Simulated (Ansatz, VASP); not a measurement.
# Cu: VASP beside Ansatz

The input POSCAR:

```
Cu
1.0
    0.0000000000      1.7881324402      1.7881324402
    1.7881324402      0.0000000000      1.7881324402
    1.7881324402      1.7881324402      0.0000000000
Cu
1
Direct
    0.0000000000      0.0000000000      0.0000000000
```

File INCAR.step1:

```
PREC = Accurate
ENCUT = 520
ISMEAR = 1
SIGMA = 1.0
LREAL = False
LASPH = True
NELM = 60
NBANDS = 12
GGA = PE
ALGO = Normal
EDIFF = 1E-4
LWAVE = True
LCHARG = False
```

INCAR.step2

```
PREC = Accurate
ENCUT = 520
EDIFF = 1E-6
ISMEAR = 1
SIGMA = 1.0
LREAL = False
LASPH = True
NELM = 60
ALGO = Normal
ISIF = 2
LWAVE = False
LCHARG = True
METAGGA = R2SCAN
LMIXTAU = True
LELF = True
LVHAR = True
NBANDS = 12
ISTART = 1
```

The input KPOINTS:

```
Automatic mesh
0
Gamma
  15 15 15
```

Input for Ansatz:

```yaml
crystal:
  lattice:
    - [0.0, 1.7881324402, 1.7881324402]
    - [1.7881324402, 0.0, 1.7881324402]
    - [1.7881324402, 1.7881324402, 0.0]
  atoms:
    - { symbol: Cu, position: [0.0, 0.0, 0.0] }
hamiltonian:
  xc: r2scan
  pseudopotentials:
    kind: paw
    azcp:
      Cu: "pseudopotentials/Cu.paw.azcp"
basis:
  ecutwfc: 500
  fft_grid_basis: typed
kpoints:
  mp_grid: { grid: [15, 15, 15], shift: [0, 0, 0] }
magnetization:
  spin_polarized: false
scf:
  occupations: { method: methfessel_paxton, width: 1.0 }
  lower_state_search: "off"
output:
  stress: true
```

Alike in both runs: task single point; functional r2SCAN; k mesh 15 × 15 × 15; occupations methfessel-paxton of order 1, width 1 eV; no spin polarisation.

```csv
,VASP,Ansatz
version,VASP 6.6.1,Ansatz 0.2.0
potentials or method,"VASP PAW PBE potentials, release 64 (Cu), cutoff 520 eV","plane waves (500 eV) with PAW, scalar-relativistic"
valence electrons in the cell,11,19
```

```csv
,VASP,Ansatz,Ansatz less VASP
pressure (GPa),-0.2,-0.8,-0.61
```

VASP's potentials were made for PBE, not for r2SCAN. VASP's potentials hold 11 valence electrons a cell and Ansatz's 19, so a difference there can come from the potentials and not from the codes.
